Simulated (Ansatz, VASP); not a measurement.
# C in VASP and in Ansatz

```
CELL_PARAMETERS angstrom
0.00000 2.44487 0.00000
-2.11730 1.22243 0.01160
-0.29329 0.20374 9.99064
ATOMIC_POSITIONS crystal
C 0.50000 0.97221 0.16673
C 0.83333 0.19443 0.83340
C 0.16667 0.58332 0.50007
C 0.50000 0.91667 0.49997
C 0.83333 0.30556 0.16663
C 0.16667 0.52778 0.83330
```

Alike in both runs: task single point; functional LDA; k mesh 12 × 12 × 3; occupations gaussian, width 0.05 eV; no spin polarisation.

|  | VASP | Ansatz |
| --- | --- | --- |
| version | VASP 6.6.1 | Ansatz 0.2.0 |
| potentials or method | VASP PAW LDA potentials, release 64 (C), cutoff 520 eV | scalar-relativistic, plane waves, PAW |
| valence electrons in the cell | 24 | 24 |

|  | VASP | Ansatz | Ansatz less VASP |
| --- | --- | --- | --- |
| gap on the k mesh at the Fermi level (eV) | 0.47 | 0.47 | -0.001 |
| least direct gap on the mesh (eV) | 0.47 | 0.47 | -0.001 |
| pressure (GPa) | 0.8 | 0.0 | -0.81 |
| traceless stress, the component that is largest in VASP (GPa) | -1.07 | -0.14 | +0.932 |
| rms of the force components (eV/Å) | 0.008 | 0.008 | -0.0001 |

LDA's correlation is that of Perdew and Zunger in VASP and of Perdew and Wang (1992) in Ansatz. Atom by atom the forces differ by 0.000 eV/Å (rms over components).
